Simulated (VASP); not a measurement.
Set up this calculation in VASP 6.6.1, as the native input.

```yaml
Task: single point
Functional: PBEsol
Potentials_or_basis: VASP PAW PBE potentials, release 64 (Al, N)
Cutoff: 600 eV
k_mesh: 6 × 6 × 4
Occupations: gaussian, width 0.02 eV
Spin: no spin polarisation
Dipole_correction: no
Further_INCAR_settings: ALGO = Normal; EDIFF = 1e-06; NBANDS = 16
```

The structure of AlN (km) lies in POSCAR:

```
AlN
1.0
    3.1136062519      0.0000000000      0.0000000000
   -1.5568031260      2.6964621115      0.0000000000
    0.0000000000      0.0000000000      4.9831819781
Al N
2 2
Direct
    0.6666666667      0.3333333333      0.4990053221
    0.3333333333      0.6666666667      0.9990053221
    0.6666666667      0.3333333333      0.8809946779
    0.3333333333      0.6666666667      0.3809946779
```

The input as run:

INCAR

```
SYSTEM = AlN
ALGO = Normal
EDIFF = 1E-6
ENCUT = 600
GGA = PS
GGA_COMPAT = .FALSE.
ISIF = 2
ISMEAR = 0
LASPH = .TRUE.
LCHARG = .FALSE.
LREAL = .FALSE.
LWAVE = .FALSE.
NBANDS = 16
NELM = 120
PREC = Accurate
SIGMA = 0.02
```

KPOINTS

```
k-points
0
G
  6 6 4
  0 0 0
```

Potentials or basis: VASP PAW PBE potentials, release 64 (Al, N).

Launch:

```sh
$ cat potpaw_PBE.64/Al/POTCAR potpaw_PBE.64/N/POTCAR > POTCAR
$ mpirun -np 1 vasp_std > vasp.out
```

Results of the run:

```yaml
Pressure: -0.2 GPa
Band_gap_on_the_k_mesh: 4.11 eV, direct
```

Caveat: the PAW data sets were made with another functional, which shifts forces and pressure a little.

It took 15 s on 1 thread of Intel Xeon 6975P-C (shared host), peak memory 0.17 GiB.
